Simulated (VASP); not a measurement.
# TePb (Fm-3m) in VASP: further runs

TePb is run at these levels: PBEsol+D4; tasks: single point.

Program: VASP 6.6.1. These are calculated values, not measurements. Logs are shortened: lines on timing, memory, paths and dates and some standing lists are left out, and cuts for length are marked.

## Step 1: The cell of the first run

The structure is cubic, space group Fm-3m (No. 225). Conventional cell: a = 6.462 Å, b = 6.462 Å, c = 6.462 Å, α = 90.00°, β = 90.00°, γ = 90.00°. Te (site symmetry m-3m) has 6 Pb at 3.23 Å within 4.3 Å. Pb (site symmetry m-3m) has 6 Te at 3.23 Å within 4.3 Å.

## Step 2: Single point, PBEsol+D4

Contents of INCAR:

```
  PREC = Accurate
  ENCUT = 500
  EDIFF = 1E-6
  ISMEAR = 0
  SIGMA = 0.01
  LREAL = F
  LASPH = T
  NELM = 120
  ALGO = Normal
  ISIF = 2
  LWAVE = F
  LCHARG = F
  GGA = PS
  IVDW = 13
  NBANDS = 17
  GGA_COMPAT = F
```

Contents of KPOINTS:

```
Automatic mesh
0
Gamma
  3 3 3
```

Contents of POSCAR:

```
TePb
1.0
    0.0000000000      3.2310000000      3.2310000000
    3.2310000000      0.0000000000      3.2310000000
    3.2310000000      3.2310000000      0.0000000000
Te Pb
1 1
Direct
    0.5000000000      0.5000000000      0.5000000000
    0.0000000000      0.0000000000      0.0000000000
```

Potentials or basis: VASP PAW PBE potentials, release 64 (Te, Pb_d).

The run is started by

```console
$ cat potpaw_PBE.64/Te/POTCAR potpaw_PBE.64/Pb_d/POTCAR > POTCAR
$ mpirun -np 1 vasp_std > vasp.out
```

OUTCAR:

```text
PREC = Accurate
   ENCUT = 500
   EDIFF = 1E-6
   ISMEAR = 0
   LREAL = F
   LASPH = T
   NELM = 120
   ISIF = 2
   GGA = PS
   IVDW = 13

 ion  position               nearest neighbor table
   1  0.500  0.500  0.500-   2 3.23   2 3.23   2 3.23   2 3.23   2 3.23   2 3.23
   2  0.000  0.000  0.000-   1 3.23   1 3.23   1 3.23   1 3.23   1 3.23   1 3.23

  LATTYP: Found a face centered cubic cell.
 ALAT       =     6.4620000000

  Lattice vectors:

 A1 = (   0.0000000000,   3.2310000000,   3.2310000000)
 A2 = (   3.2310000000,   0.0000000000,   3.2310000000)
 A3 = (   3.2310000000,   3.2310000000,   0.0000000000)

Analysis of symmetry for initial positions (statically):
=====================================================================
 Subroutine PRICEL returns:
 Original cell was already a primitive cell.

 Routine SETGRP: Setting up the symmetry group for a
 face centered cubic supercell.

 Subroutine GETGRP returns: Found 48 space group operations
 (whereof 48 operations were pure point group operations)
 out of a pool of 48 trial point group operations.

The static configuration has the point symmetry O_h .

Analysis of symmetry for dynamics (positions and initial velocities):
=====================================================================
 Subroutine PRICEL returns:
 Original cell was already a primitive cell.

 Routine SETGRP: Setting up the symmetry group for a
 face centered cubic supercell.

 Subroutine GETGRP returns: Found 48 space group operations
 (whereof 48 operations were pure point group operations)
 out of a pool of 48 trial point group operations.

The dynamic configuration has the point symmetry O_h .

 Subroutine INISYM returns: Found 48 space group operations
 (whereof 48 operations are pure point group operations),
 and found     1 'primitive' translations

----------------------------------------------------------------------------------------

                                     Primitive cell

  volume of cell :      67.4592

  direct lattice vectors                    reciprocal lattice vectors
     0.000000000  3.231000000  3.231000000    -0.154750851  0.154750851  0.154750851
     3.231000000  0.000000000  3.231000000     0.154750851 -0.154750851  0.154750851
     3.231000000  3.231000000  0.000000000     0.154750851  0.154750851 -0.154750851

  length of vectors
     4.569324020  4.569324020  4.569324020     0.268036337  0.268036337  0.268036337

  position of ions in fractional coordinates (direct lattice)
     0.500000000  0.500000000  0.500000000
     0.000000000  0.000000000  0.000000000

  ion indices of the primitive-cell ions
   primitive index   ion index
                 1           1
                 2           2

----------------------------------------------------------------------------------------

 KPOINTS: Automatic mesh

Automatic generation of k-mesh.
 Grid dimensions read from file:
 generate k-points for:    3    3    3

 Generating k-lattice:

  Cartesian coordinates                     Fractional coordinates (reciprocal lattice)
    -0.051583617  0.051583617  0.051583617     0.333333333  0.000000000  0.000000000
     0.051583617 -0.051583617  0.051583617     0.000000000  0.333333333  0.000000000
     0.051583617  0.051583617 -0.051583617     0.000000000  0.000000000  0.333333333

  Length of vectors
     0.089345446  0.089345446  0.089345446

  Shift w.r.t. Gamma in fractional coordinates (k-lattice)
     0.000000000  0.000000000  0.000000000

 Subroutine IBZKPT returns following result:
 ===========================================

 Found      4 irreducible k-points:

 Following reciprocal coordinates:
            Coordinates               Weight
  0.000000  0.000000  0.000000      1.000000
  0.333333  0.000000  0.000000      8.000000
  0.333333  0.333333  0.000000      6.000000
 -0.333333  0.333333  0.000000     12.000000
   k-points           NKPTS =      4   k-points in BZ     NKDIM =      4   number of bands    NBANDS=     17
   number of dos      NEDOS =    301   number of ions     NIONS =      2
   total plane-waves  NPLWV =  46656
   dimension x,y,z NGX =    36 NGY =   36 NGZ =   36
   dimension x,y,z NGXF=    72 NGYF=   72 NGZF=   72
   ions per type =               1   1
   NGX,Y,Z   is equivalent  to a cutoff of  13.10, 13.10, 13.10 a.u.
   NGXF,Y,Z  is equivalent  to a cutoff of  26.20, 26.20, 26.20 a.u.
 SYSTEM =  unknown system
   PREC   = accura    normal or accurate (medium, high low for compatibility)
   ISTART =      0    job   : 0-new  1-cont  2-samecut
   ICHARG =      2    charge: 1-file 2-atom 10-const
   ISPIN  =      1    spin polarized calculation?
   LNONCOLLINEAR =      F non collinear calculations
   LSORBIT =      F    spin-orbit coupling
   LASPH  =      T    aspherical Exc in radial PAW
   ENCUT  =  500.0 eV  36.75 Ry    6.06 a.u.   8.33  8.33  8.33*2*pi/ulx,y,z
   NELM   =    120;   NELMIN=  2; NELMDL= -5     # of ELM steps
   EDIFF  = 0.1E-05   stopping-criterion for ELM
   LREAL  =      F    real-space projection
   EDIFFG = 0.1E-04   stopping-criterion for IOM
   NSW    =      0    number of steps for IOM
   IBRION =     -1    ionic relax: 0-MD 1-quasi-New 2-CG
   NFREE  =      0    steps in history (QN), initial steepest desc. (CG)
   ISIF   =      2    stress and relaxation
   ISYM   =      2    0-nonsym 1-usesym 2-fastsym
   POTIM  = 0.5000    time-step for ionic-motion
   TEBEG  =    0.0;   TEEND  =   0.0 temperature during run
   PSTRESS=    0.0 pullay stress
   NELECT =      20.0000    total number of electrons
   NUPDOWN=      -1.0000    fix difference up-down
   EMIN   =  10.00;   EMAX   =-10.00  energy-range for DOS
   EFERMI =   0.00;   METHOD = LEGACY
   ISMEAR =     0;   SIGMA  =   0.01  broadening in eV -4-tet -1-fermi 0-gaus
   EFERMI_NEDOS =   21; number of points for ismear=-14 and -15
   IALGO  =     38    algorithm
   IMIX   =      4    mixing-type and parameters
     AMIX     =   0.40;   BMIX     =  1.00
     AMIX_MAG =   1.60;   BMIX_MAG =  1.00
  volume/ion in A,a.u.               =      33.73       227.62
  Fermi-wavevector in a.u.,A,eV,Ry     =   1.091619  2.062861 16.213147  1.191633
  Thomas-Fermi vector in A             =   2.227868
   LORBIT       =      0    0 simple, 1 ext, 2 COOP (PROOUT), +10 PAW based schemes
   GGA     = PS    functional components
   LHFCALC =     F    Hartree Fock is set to
   AEXX    =    0.0000 exact exchange contribution
   IVDW    =    13    specifies the selected vdW correction
   LEPSILON=     F    determine dielectric tensor
   LRPA    =     F    only Hartree local field effects (RPA)
 non-spin polarized calculation
 Gauss-broadening in eV      SIGMA  =   0.01
  energy-cutoff  :      500.00
  volume of cell :       67.46
 maximum number of plane-waves:      1712
 NGX is ok and might be reduce to    36
   NGX = 17   NGY = 17   NGZ = 17

 number of electron      20.0000003 magnetization

 Free energy of the ion-electron system (eV)
  ---------------------------------------------------
  ext. energy  EPLUGINS =         0.00000000
  ---------------------------------------------------
  free energy    TOTEN  =        -8.30886013 eV

  energy without entropy =       -8.30886013  energy(sigma->0) =       -8.30886013

 E-fermi :   5.1425     XC(G=0):  -9.4706

 val. band max:        5.0714395199   @ k =   0.3333   0.0000   0.0000
 cond. band min:       6.8683330393   @ k =   0.3333   0.0000   0.0000
 fundamental gap:      1.7968935194
 Fermi energy:         5.1424534251

 k-point     1 :       0.0000    0.0000    0.0000
  band No.  band energies     occupation
      1     -11.1572      2.00000
      2     -11.1572      2.00000
      3     -11.1464      2.00000
      4     -11.1464      2.00000
      5     -11.1464      2.00000
      6      -6.5780      2.00000
[... 9 lines left out ...]
     16      11.2155      0.00000
     17      12.6960      0.00000

 k-point     2 :       0.3333    0.0000    0.0000
  band No.  band energies     occupation
      1     -11.1683      2.00000
      2     -11.1683      2.00000
      3     -11.1446      2.00000
      4     -11.1334      2.00000
      5     -11.1334      2.00000
      6      -5.6955      2.00000
[... 9 lines left out ...]
     16      13.0911      0.00000
     17      16.3792      0.00000

 k-point     3 :       0.3333    0.3333    0.0000
  band No.  band energies     occupation
      1     -11.2013      2.00000
      2     -11.1541      2.00000
      3     -11.1486      2.00000
      4     -11.1268      2.00000
      5     -11.1268      2.00000
      6      -5.4485      2.00000
[... 9 lines left out ...]
     16      14.5908      0.00000
     17      15.3337      0.00000

 k-point     4 :      -0.3333    0.3333    0.0000
  band No.  band energies     occupation
      1     -11.1952      2.00000
      2     -11.1611      2.00000
      3     -11.1419      2.00000
      4     -11.1315      2.00000
      5     -11.1261      2.00000
      6      -4.8461      2.00000
[... 9 lines left out ...]
     16      13.7917      0.00000
     17      15.7608      0.00000

------------------------ aborting loop because EDIFF is reached ----------------------------------------

  DFT-D4 for vdW energy calculation

  Edisp (eV):   -0.50626

  FORCE on cell =-STRESS in cart. coord.  units (eV):
  Direction    XX          YY          ZZ          XY          YZ          ZX
  --------------------------------------------------------------------------------------
  -------------------------------------------------------------------------------------
  Total      -0.66865    -0.66865    -0.66865    -0.00000    -0.00000     0.00000
  in kB     -15.88062   -15.88062   -15.88062    -0.00000    -0.00000     0.00000
  external pressure =      -15.88 kB  Pullay stress =        0.00 kB

 VOLUME and BASIS-vectors are now :
 -----------------------------------------------------------------------------
  energy-cutoff  :      500.00
  volume of cell :       67.46
      direct lattice vectors                 reciprocal lattice vectors
     0.000000000  3.231000000  3.231000000    -0.154750851  0.154750851  0.154750851
     3.231000000  0.000000000  3.231000000     0.154750851 -0.154750851  0.154750851
     3.231000000  3.231000000  0.000000000     0.154750851  0.154750851 -0.154750851

 POSITION                                       TOTAL-FORCE (eV/Angst)
 -----------------------------------------------------------------------------------
      3.23100      3.23100      3.23100         0.000000     -0.000000      0.000000
      0.00000      0.00000      0.00000        -0.000000      0.000000     -0.000000
 -----------------------------------------------------------------------------------
    total drift:                               -0.000000      0.000000      0.000000

  FREE ENERGIE OF THE ION-ELECTRON SYSTEM (eV)
  ---------------------------------------------------
  free  energy   TOTEN  =        -8.8151193841 eV

  energy  without entropy=       -8.8151193841  energy(sigma->0) =       -8.81511938
```

It took 9.9 s on 1 thread of AMD EPYC 9R45 (Zen 5), shared host; peak memory 0.16 GiB.

What came out:

- Free energy: -8.8151 eV
- Pressure: -1.6 GPa
- Dispersion energy per atom: -0.253 eV

Caveat: the k points lie up to 0.56 Å⁻¹ apart; this odd mesh misses L, where the gap lies, so gap, dielectric constants and Born charges aren't listed; the PAW data sets were made with another functional, which shifts forces and pressure a little; spin-orbit coupling is left out, which moves the levels of the heavy elements.

## Step 3: Single point, PBEsol+D4

Contents of INCAR:

```
SYSTEM = TePb
PREC = Accurate ; ENCUT = 500
EDIFF = 1E-6 ; ISMEAR = 0
SIGMA = 0.01 ; LREAL = .FALSE.
LASPH = .TRUE. ; NELM = 120
ALGO = Normal ; ISIF = 2
LWAVE = .FALSE. ; LCHARG = .FALSE.
GGA = PS ; IVDW = 13
NBANDS = 17 ; GGA_COMPAT = .FALSE.
```

Contents of KPOINTS:

```
Automatic mesh
0
G
  3 3 3
  0 0 0
```

POSCAR is that of step 2.

Potentials or basis: VASP PAW PBE potentials, release 64 (Te, Pb_d).

The run is started by

```console
$ cat potpaw_PBE.64/Te/POTCAR potpaw_PBE.64/Pb_d/POTCAR > POTCAR
$ mpirun -np 1 vasp_std > vasp.out
```

Run time: 8.5 s. Hardware: 1 thread of AMD EPYC 9R45 (Zen 5), shared host; peak memory 0.16 GiB.

Results (log left out):

- Free energy: -8.8151 eV
- Pressure: -1.6 GPa
- Dispersion energy per atom: -0.253 eV

Levels at points of the mesh, in eV from the Fermi level:
| k point | band 8 | band 9 | band 10 | band 11 | band 12 | band 13 |
| --- | --- | --- | --- | --- | --- | --- |
| (0.00, 0.00, 0.00) | -1.02 | -1.02 | -1.02 | 4.38 | 4.38 | 4.38 |

Caveat: the k points lie up to 0.56 Å⁻¹ apart; this odd mesh misses L, where the gap lies, so gap, dielectric constants and Born charges aren't listed; the PAW data sets were made with another functional, which shifts forces and pressure a little; spin-orbit coupling is left out, which moves the levels of the heavy elements.
